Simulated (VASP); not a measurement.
Runs of VASP 6.6.1 on Ti. The structure is that of space group Im-3m (No. 229), or close to it. The cells are those of the table. 

```csv
cell,gap on the mesh (eV),pressure (GPa)
"a = 2.881 Å, angles 110.5, 110.5, 107.3°, 1 atom",none,(a)
"a = 2.615 Å, angles 109.5°, 1 atom",none,27.1
"a = 2.919 Å, angles 108.4, 108.4, 111.6°, 1 atom",none,-12.8
"a = 3.070 Å, angles 109.5°, 1 atom",none,(b)
"a = 2.729 Å, angles 109.5°, 1 atom",none,6.6
```

Alike in all rows: task single point; level PBEsol; potentials or basis VASP PAW PBE potentials, release 64 (Ti_sv); no spin polarisation; k mesh 20 × 20 × 20; cutoff (eV) 520; smearing gaussian 0.15 eV.

Question: Fill in the values left out.

Answer: (a) -10.0; (b) -19.8.

Caveats: the PAW data sets were made with another functional, which shifts forces and pressure a little; the cell stands under tension (at least some runs); the cell stands under pressure (at least some runs).

A gap of «none» marks levels without a gap at the run's occupations.
